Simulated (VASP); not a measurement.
Wanted: the native input for a VASP 6.6.1 run.

- Task: single point
- Functional: BLYP
- Potentials or basis: VASP PAW PBE potentials, release 64 (Pd)
- Cutoff: 520 eV
- k mesh: 14 × 14 × 8
- Occupations: fermi-dirac, width 0.05 eV
- Spin: collinear spin
- Starting moments: [0.322, 0.322] μB
- Dipole correction: no
- Further INCAR settings: ALGO = Normal; EDIFF = 1e-07; NBANDS = 21

The structure of Pd lies in POSCAR:

```
Pd
1.0
    2.7836224712      0.0000000000      0.0000000000
   -1.3918112356      2.4106877746      0.0000000000
    0.0000000000      0.0000000000      4.6995328814
Pd
2
Direct
    0.3333333333      0.6666666667      0.2500000000
    0.6666666667      0.3333333333      0.7500000000
```

This isn't the form of Pd at room conditions, which is fcc.

These files were run (other wordings do the same):

INCAR

```
SYSTEM = Pd
AGGAC = 1.0 ; AGGAX = 1.0
ALDAC = 0.0 ; ALDAX = 1.0
ALGO = Normal ; EDIFF = 1E-7
ENCUT = 520 ; GGA = B5
ISIF = 2 ; ISMEAR = -1
ISPIN = 2 ; LASPH = .True.
LCHARG = .False. ; LMAXMIX = 4
LORBIT = 11 ; LREAL = .False.
LWAVE = .False. ; MAGMOM = 0.322 0.322
NBANDS = 21 ; NELM = 150
PREC = Accurate ; SIGMA = 0.05
```

KPOINTS

```
k-points
0
Gamma
  14 14 8
  0 0 0
```

Potentials or basis: VASP PAW PBE potentials, release 64 (Pd).

The run is started by

```bash
$ cat potpaw_PBE.64/Pd/POTCAR > POTCAR
$ mpirun -np 1 vasp_std > vasp.out
```

Results of the run:

```json
{
  "Pressure": "6.6 GPa",
  "Net moment": "0.64 μB per cell",
  "Site moments": "Pd +0.32 μB",
  "Valence electrons inside the program's atomic spheres": "Pd 9.35"
}
```

Caveat: the cell stands under pressure; the PAW data sets were made with another functional, which shifts forces and pressure a little.

It took 2.4 min on 1 thread of Intel Xeon 8259CL, on a shared host, peak memory 0.25 GiB.
